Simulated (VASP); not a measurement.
# HfO2 (Fm-3m) in VASP: further runs

HfO2 is run at these levels: r2SCAN; tasks: relaxation of the atoms.

All numbers are computed with VASP 6.6.1; they aren't measurements. Logs are shortened: lines on timing, memory, paths and dates and some standing lists are left out, and cuts for length are marked.

### Step 1. The cell of the first run

The structure is cubic, space group Fm-3m (No. 225). The conventional cell has a = 5.092 Å, b = 5.092 Å, c = 5.092 Å, α = 90.00°, β = 90.00°, γ = 90.00°. Hf (site symmetry m-3m) has 8 O at 2.21 Å within 2.9 Å. O (site symmetry -43m) has 4 Hf at 2.21 Å and 6 O at 2.55 Å within 2.9 Å.

### Step 2. Relaxation of the atoms, r2SCAN

POSCAR reads:

```
HfO2
1.0
    0.0000000000      2.5461456000      2.5461456000
    2.5461456000      0.0000000000      2.5461456000
    2.5461456000      2.5461456000      0.0000000000
Hf O
1 2
Direct
    0.0000000000      0.0000000000      0.0000000000
    0.2500000000      0.2500000000      0.2500000000
    0.7500000000      0.7500000000      0.7500000000
```

INCAR.step1 reads:

```
  ALGO = Normal
  EDIFF = 1E-4
  ENCUT = 520
  GGA = PE
  ISMEAR = -1
  LASPH = True
  LCHARG = False
  LREAL = False
  LWAVE = True
  NELM = 100
  PREC = Accurate
  SIGMA = 0.02
```

INCAR.step2 reads:

```
  ALGO = Normal
  EDIFF = 1E-6
  EDIFFG = -0.01
  ENCUT = 520
  IBRION = 2
  ISIF = 2
  ISMEAR = -1
  ISTART = 1
  LASPH = True
  LCHARG = False
  LMIXTAU = True
  LREAL = False
  LWAVE = False
  METAGGA = R2SCAN
  NELM = 100
  NSW = 50
  PREC = Accurate
  SIGMA = 0.02
```

KPOINTS reads:

```
k-points
0
Gamma
  10 10 10
```

Potentials or basis: VASP PAW PBE potentials, release 64 (Hf_pv, O).

The run is started by

```
$ cat potpaw_PBE.64/Hf_pv/POTCAR potpaw_PBE.64/O/POTCAR > POTCAR
$ cp INCAR.step1 INCAR
$ mpirun -np 1 vasp_std > vasp.out
$ cp INCAR.step2 INCAR
$ mpirun -np 1 vasp_std > vasp.out
```

OUTCAR:

```text
EDIFF = 1E-6
   EDIFFG = -0.01
   ENCUT = 520
   IBRION = 2
   ISIF = 2
   ISMEAR = -1
   ISTART = 1
   LASPH = True
   LREAL = False
   METAGGA = R2SCAN
   NELM = 100
   NSW = 50
   PREC = Accurate

 ion  position               nearest neighbor table
   1  0.000  0.000  0.000-   3 2.21   3 2.21   3 2.21   2 2.21   3 2.21   2 2.21   2 2.21   2 2.21

   2  0.250  0.250  0.250-   1 2.21   1 2.21   1 2.21   1 2.21
   3  0.750  0.750  0.750-   1 2.21   1 2.21   1 2.21   1 2.21

  LATTYP: Found a face centered cubic cell.
 ALAT       =     5.0922912000

  Lattice vectors:

 A1 = (   0.0000000000,   2.5461456000,   2.5461456000)
 A2 = (   2.5461456000,   0.0000000000,   2.5461456000)
 A3 = (   2.5461456000,   2.5461456000,   0.0000000000)

Analysis of symmetry for initial positions (statically):
=====================================================================
 Subroutine PRICEL returns:
 Original cell was already a primitive cell.

 Routine SETGRP: Setting up the symmetry group for a
 face centered cubic supercell.

 Subroutine GETGRP returns: Found 48 space group operations
 (whereof 48 operations were pure point group operations)
 out of a pool of 48 trial point group operations.

The static configuration has the point symmetry O_h .

Analysis of symmetry for dynamics (positions and initial velocities):
=====================================================================
 Subroutine PRICEL returns:
 Original cell was already a primitive cell.

 Routine SETGRP: Setting up the symmetry group for a
 face centered cubic supercell.

 Subroutine GETGRP returns: Found 48 space group operations
 (whereof 48 operations were pure point group operations)
 out of a pool of 48 trial point group operations.

The dynamic configuration has the point symmetry O_h .

 Subroutine INISYM returns: Found 48 space group operations
 (whereof 48 operations are pure point group operations),
 and found     1 'primitive' translations

----------------------------------------------------------------------------------------

                                     Primitive cell

  volume of cell :      33.0126

  direct lattice vectors                    reciprocal lattice vectors
     0.000000000  2.546145600  2.546145600    -0.196375258  0.196375258  0.196375258
     2.546145600  0.000000000  2.546145600     0.196375258 -0.196375258  0.196375258
     2.546145600  2.546145600  0.000000000     0.196375258  0.196375258 -0.196375258

  length of vectors
     3.600793639  3.600793639  3.600793639     0.340131925  0.340131925  0.340131925

  position of ions in fractional coordinates (direct lattice)
     0.000000000  0.000000000  0.000000000
     0.250000000  0.250000000  0.250000000
     0.750000000  0.750000000  0.750000000

  ion indices of the primitive-cell ions
   primitive index   ion index
                 1           1
                 2           2
                 3           3

----------------------------------------------------------------------------------------

 KPOINTS: k-points

Automatic generation of k-mesh.
 Grid dimensions read from file:
 generate k-points for:   10   10   10

 Generating k-lattice:

  Cartesian coordinates                     Fractional coordinates (reciprocal lattice)
    -0.019637526  0.019637526  0.019637526     0.100000000  0.000000000  0.000000000
     0.019637526 -0.019637526  0.019637526     0.000000000  0.100000000  0.000000000
     0.019637526  0.019637526 -0.019637526     0.000000000  0.000000000  0.100000000

  Length of vectors
     0.034013192  0.034013192  0.034013192

  Shift w.r.t. Gamma in fractional coordinates (k-lattice)
     0.000000000  0.000000000  0.000000000

 Subroutine IBZKPT returns following result:
 ===========================================

 Found     47 irreducible k-points:

 Following reciprocal coordinates:
            Coordinates               Weight
  0.000000  0.000000  0.000000      1.000000
  0.100000  0.000000  0.000000      8.000000
  0.200000  0.000000  0.000000      8.000000
  0.300000  0.000000  0.000000      8.000000
  0.400000  0.000000  0.000000      8.000000
  0.500000  0.000000  0.000000      4.000000
[... 16 lines left out ...]
  0.300000  0.300000  0.000000      6.000000
  0.400000  0.300000  0.000000     24.000000
 [... further k-points ...]
   k-points           NKPTS =     47   k-points in BZ     NKDIM =     47   number of bands    NBANDS=     15
   number of dos      NEDOS =    301   number of ions     NIONS =      3
   total plane-waves  NPLWV =  21952
   dimension x,y,z NGX =    28 NGY =   28 NGZ =   28
   dimension x,y,z NGXF=    56 NGYF=   56 NGZF=   56
   ions per type =               1   2
   NGX,Y,Z   is equivalent  to a cutoff of  12.93, 12.93, 12.93 a.u.
   NGXF,Y,Z  is equivalent  to a cutoff of  25.85, 25.85, 25.85 a.u.
 SYSTEM =  unknown system
   PREC   = accura    normal or accurate (medium, high low for compatibility)
   ISTART =      1    job   : 0-new  1-cont  2-samecut
   ICHARG =      0    charge: 1-file 2-atom 10-const
   ISPIN  =      1    spin polarized calculation?
   LNONCOLLINEAR =      F non collinear calculations
   LSORBIT =      F    spin-orbit coupling
   LASPH  =      T    aspherical Exc in radial PAW
   ENCUT  =  520.0 eV  38.22 Ry    6.18 a.u.   6.70  6.70  6.70*2*pi/ulx,y,z
   NELM   =    100;   NELMIN=  2; NELMDL=  0     # of ELM steps
   EDIFF  = 0.1E-05   stopping-criterion for ELM
   LREAL  =      F    real-space projection
   EDIFFG = -.1E-01   stopping-criterion for IOM
   NSW    =     50    number of steps for IOM
   IBRION =      2    ionic relax: 0-MD 1-quasi-New 2-CG
   NFREE  =      1    steps in history (QN), initial steepest desc. (CG)
   ISIF   =      2    stress and relaxation
   ISYM   =      2    0-nonsym 1-usesym 2-fastsym
   POTIM  = 0.5000    time-step for ionic-motion
   TEBEG  =    0.0;   TEEND  =   0.0 temperature during run
   PSTRESS=    0.0 pullay stress
   NELECT =      22.0000    total number of electrons
   NUPDOWN=      -1.0000    fix difference up-down
   EMIN   =  10.00;   EMAX   =-10.00  energy-range for DOS
   EFERMI =   0.00;   METHOD = LEGACY
   ISMEAR =    -1;   SIGMA  =   0.02  broadening in eV -4-tet -1-fermi 0-gaus
   EFERMI_NEDOS =   21; number of points for ismear=-14 and -15
   IALGO  =     38    algorithm
   IMIX   =      4    mixing-type and parameters
     AMIX     =   0.40;   BMIX     =  1.00
     AMIX_MAG =   1.60;   BMIX_MAG =  1.00
  volume/ion in A,a.u.               =      11.00        74.26
  Fermi-wavevector in a.u.,A,eV,Ry     =   1.429955  2.702224 27.820818  2.044772
  Thomas-Fermi vector in A             =   2.549853
   LORBIT       =      0    0 simple, 1 ext, 2 COOP (PROOUT), +10 PAW based schemes
   METAGGA = R2SCAN    functional components
   LHFCALC =     F    Hartree Fock is set to
   AEXX    =    0.0000 exact exchange contribution
   IVDW    =     0    specifies the selected vdW correction
   LEPSILON=     F    determine dielectric tensor
   LRPA    =     F    only Hartree local field effects (RPA)
 conjugate gradient relaxation of ions
 non-spin polarized calculation
  energy-cutoff  :      520.00
  volume of cell :       33.01
 maximum number of plane-waves:       908
   NGX = 13   NGY = 13   NGZ = 13

 number of electron      21.9999992 magnetization

 Free energy of the ion-electron system (eV)
  ---------------------------------------------------
  ext. energy  EPLUGINS =         0.00000000
  ---------------------------------------------------
  free energy    TOTEN  =       -68.52207192 eV

  energy without entropy =      -68.52207192  energy(sigma->0) =      -68.52207192

 E-fermi :   4.2571     XC(G=0): -12.5017

 val. band max:        3.7998143209   @ k =   0.5000   0.5000   0.0000
 cond. band min:       8.0544644044   @ k =   0.5000   0.5000   0.0000
 fundamental gap:      4.2546500835
 Fermi energy:         4.2571116848

 k-point     1 :       0.0000    0.0000    0.0000
  band No.  band energies     occupation
      1     -26.9256      2.00000
      2     -26.9256      2.00000
      3     -26.9256      2.00000
      4     -15.8469      2.00000
      5     -12.9095      2.00000
      6      -1.5586      2.00000
      7      -1.5586      2.00000
      8      -1.5586      2.00000
      9       3.1695      2.00000
     10       3.1695      2.00000
     11       3.1695      2.00000
     12       8.1658      0.00000
     13       8.1658      0.00000
     14      10.1553      0.00000
     15      14.6249      0.00000

 k-point     2 :       0.1000    0.0000    0.0000
  band No.  band energies     occupation
      1     -26.9679      2.00000
      2     -26.9300      2.00000
      3     -26.9300      2.00000
      4     -15.7157      2.00000
      5     -13.0166      2.00000
      6      -1.4610      2.00000
      7      -1.4610      2.00000
      8      -1.2932      2.00000
      9       2.8697      2.00000
     10       2.9894      2.00000
     11       2.9894      2.00000
     12       8.3473      0.00000
     13       8.3473      0.00000
     14      10.5643      0.00000
     15      14.1439      0.00000

 k-point     3 :       0.2000    0.0000    0.0000
  band No.  band energies     occupation
      1     -27.0758      2.00000
      2     -26.9417      2.00000
      3     -26.9417      2.00000
      4     -15.3747      2.00000
      5     -13.2690      2.00000
      6      -1.1989      2.00000
      7      -1.1989      2.00000
      8      -0.6119      2.00000
      9       2.1919      2.00000
     10       2.5912      2.00000
     11       2.5912      2.00000
     12       8.7020      0.00000
     13       8.7020      0.00000
     14      11.2537      0.00000
     15      13.4578      0.00000
[... 343 lines left out ...]
 k-point    23 :       0.3000    0.3000    0.0000
  band No.  band energies     occupation
      1     -27.2257      2.00000
      2     -27.0003      2.00000
      3     -27.0003      2.00000
      4     -14.5648      2.00000
      5     -13.7750      2.00000
      6      -1.0348      2.00000
      7      -0.6439      2.00000
      8      -0.6439      2.00000
      9       1.5357      2.00000
     10       2.9603      2.00000
     11       2.9603      2.00000
     12       8.6132      0.00000
     13       9.1125      0.00000
     14      12.6871      0.00000
     15      12.7114      0.00000

 k-point    24 :       0.4000    0.3000    0.0000
  band No.  band energies     occupation
      1     -27.2808      2.00000
      2     -27.0297      2.00000
      3     -27.0135      2.00000
      4     -14.2582      2.00000
      5     -13.9247      2.00000
      6      -1.6208      2.00000
      7      -0.3473      2.00000
      8      -0.3370      2.00000
      9       2.3517      2.00000
     10       2.6626      2.00000
     11       2.6848      2.00000
     12       8.5254      0.00000
     13       9.3232      0.00000
     14      11.9080      0.00000
     15      12.3429      0.00000

 [... further k-points ...]
[... 5 lines left out ...]
  --------------------------------------------------------------------------------------
  -------------------------------------------------------------------------------------
  Total       -1.8519571     -1.8519571     -1.8519571      0.0000000     -0.0000000      0.0000000
  in kB      -89.8797388    -89.8797388    -89.8797388      0.0000000     -0.0000000      0.0000000
  external PRESSURE =     -89.8797388 kB  Pullay stress =       0.0000000 kB

 VOLUME and BASIS-vectors are now :
 -----------------------------------------------------------------------------
  energy-cutoff  :      520.00
  volume of cell :       33.01
      direct lattice vectors                 reciprocal lattice vectors
     0.000000000  2.546145600  2.546145600    -0.196375258  0.196375258  0.196375258
     2.546145600  0.000000000  2.546145600     0.196375258 -0.196375258  0.196375258
     2.546145600  2.546145600  0.000000000     0.196375258  0.196375258 -0.196375258

 POSITION                                       TOTAL-FORCE (eV/Angst)
 -----------------------------------------------------------------------------------
      0.00000      0.00000      0.00000         0.000000     -0.000000      0.000000
      1.27307      1.27307      1.27307         0.000000      0.000000      0.000000
      3.81922      3.81922      3.81922        -0.000000     -0.000000     -0.000000
 -----------------------------------------------------------------------------------
    total drift:                                0.000000      0.000000      0.000000

  FREE ENERGIE OF THE ION-ELECTRON SYSTEM (eV)
  ---------------------------------------------------
  free  energy   TOTEN  =       -68.5220719158 eV

  energy  without entropy=      -68.5220719158  energy(sigma->0) =      -68.52207192

 reached required accuracy - stopping structural energy minimisation
```

Run time: 59 s. Hardware: 1 thread of AMD EPYC 9R45 (Zen 5), shared host; peak memory 0.15 GiB.

Results:

- Free energy: -68.5221 eV
- Pressure after relaxing: -9.0 GPa
- Band gap on the k mesh: 4.25 eV

Final structure:
```xyz
3
Lattice="0.0000 2.5461 2.5461 2.5461 0.0000 2.5461 2.5461 2.5461 0.0000" Properties=species:S:1:pos:R:3 pbc="T T T"
Hf    0.0000    0.0000    0.0000
O     1.2731    1.2731    1.2731
O     3.8192    3.8192    3.8192
```

Caveat: the relaxation stopped at its first step, so nothing moved; the PAW data sets were made with another functional, which shifts forces and pressure a little; spin-orbit coupling is left out, which moves the levels of the heavy elements. A k mesh can miss the band edges.

### Step 3. Relaxation of the atoms, r2SCAN

This run uses another cell than the first one, of 11.22 Å³/atom.

POSCAR reads:

```
HfO2
1.0
    0.0000000000      2.5626794800      2.5626794800
    2.5626794800      0.0000000000      2.5626794800
    2.5626794800      2.5626794800      0.0000000000
Hf O
1 2
Direct
    0.0000000000      0.0000000000      0.0000000000
    0.2500000000      0.2500000000      0.2500000000
    0.7500000000      0.7500000000      0.7500000000
```

INCAR.step1 reads:

```
PREC = Accurate
ENCUT = 520
ISMEAR = -1
SIGMA = 0.02
LREAL = False
LASPH = True
NELM = 80
GGA = PE
ALGO = Normal
EDIFF = 1E-4
LWAVE = True
LCHARG = False
```

INCAR.step2 reads:

```
PREC = Accurate
ENCUT = 520
EDIFF = 1E-6
ISMEAR = -1
SIGMA = 0.02
LREAL = False
LASPH = True
NELM = 80
ALGO = Normal
ISIF = 2
LWAVE = False
LCHARG = False
METAGGA = R2SCAN
LMIXTAU = True
IBRION = 2
NSW = 50
EDIFFG = -0.01
ISTART = 1
```

KPOINTS reads:

```
Automatic mesh
0
Gamma
  10 10 10
```

Potentials or basis: VASP PAW PBE potentials, release 64 (Hf_pv, O).

The run is started by

```
$ cat potpaw_PBE.64/Hf_pv/POTCAR potpaw_PBE.64/O/POTCAR > POTCAR
$ cp INCAR.step1 INCAR
$ mpirun -np 1 vasp_std > vasp.out
$ cp INCAR.step2 INCAR
$ mpirun -np 1 vasp_std > vasp.out
```

Run time: 56 s. Hardware: 1 thread of AMD EPYC 9R45 (Zen 5), shared host; peak memory 0.15 GiB.

It converged, with:

```
Free energy             : -68.4779 eV
Pressure after relaxing : -13.4 GPa
Band gap on the k mesh  : 4.20 eV
```

Final structure:
```
Hf O
1.0
     0.00000    2.56268    2.56268
     2.56268    0.00000    2.56268
     2.56268    2.56268    0.00000
Hf O
1 2
Cartesian
  0.0000 0.0000 0.0000
  1.2813 1.2813 1.2813
  3.8440 3.8440 3.8440
```

Levels at points of the mesh, in eV from the valence-band top:
```tsv
k point	band 9	band 10	band 11	band 12	band 13	band 14
(0.00, 0.00, 0.00)	-0.62	-0.62	-0.62	4.31	4.31	6.20
(0.50, 0.00, 0.00)	-2.73	-1.85	-1.85	4.96	4.96	7.17
(0.50, 0.50, 0.00)	-1.50	-1.50	0.00	4.20	5.82	6.86
```

Caveat: the relaxation stopped at its first step, so nothing moved; the PAW data sets were made with another functional, which shifts forces and pressure a little; spin-orbit coupling is left out, which moves the levels of the heavy elements. A k mesh can miss the band edges.
